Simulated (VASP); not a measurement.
**Ti: electric field gradients with PBEsol**

Ti:

```
Ti
1.0
    -1.65187    1.65187    1.65187
     1.65187   -1.65187    1.65187
     1.65187    1.65187   -1.65187
Ti
1
Direct
  0.00000 0.00000 0.00000
```

This cell differs from its parent crystal: volume scaled by 1.02.

```
Program                : VASP 6.6.1
Task                   : electric field gradients
Functional             : PBEsol
Potentials or basis    : VASP PAW PBE potentials, release 64 (Ti_sv)
Cutoff                 : 520 eV
k mesh                 : 14 × 14 × 14
Occupations            : fermi-dirac, width 0.05 eV
Spin                   : no spin polarisation
Dipole correction      : no
Further INCAR settings : ALGO = Normal; EDIFF = 1e-08; NBANDS = 12
```

```yaml
Pressure: -8.5 GPa
Band_gap_on_the_k_mesh: zero (band 6 reaches 8.52 eV, above the bottom of band 7 at 6.93 eV)
```

Levels at points of the mesh, in eV from the Fermi level:
| k point | band 3 | band 4 | band 5 | band 6 | band 7 | band 8 | band 9 | band 10 |
| --- | --- | --- | --- | --- | --- | --- | --- | --- |
| (0.00, 0.00, 0.00) | -32.36 | -32.36 | -5.86 | 0.96 | 0.96 | 0.96 | 2.65 | 2.65 |
| (0.50, 0.00, 0.00) | -32.55 | -32.36 | -2.36 | -0.36 | 1.05 | 2.62 | 2.96 | 4.09 |
| (0.50, 0.50, 0.50) | -32.78 | -32.78 | -1.97 | -1.97 | 3.76 | 3.76 | 3.76 | 8.06 |

Wall time 8.4 s on 1 thread of Intel(R) Xeon(R) 6975P-C (Granite Rapids) (shared host), peak memory 0.14 GiB.

Caveat: without QUAD_EFG the Cq values of the log hold for a quadrupole moment of 1 mb, not for the nuclei; the PAW data sets were made with another functional, which shifts forces and pressure a little.
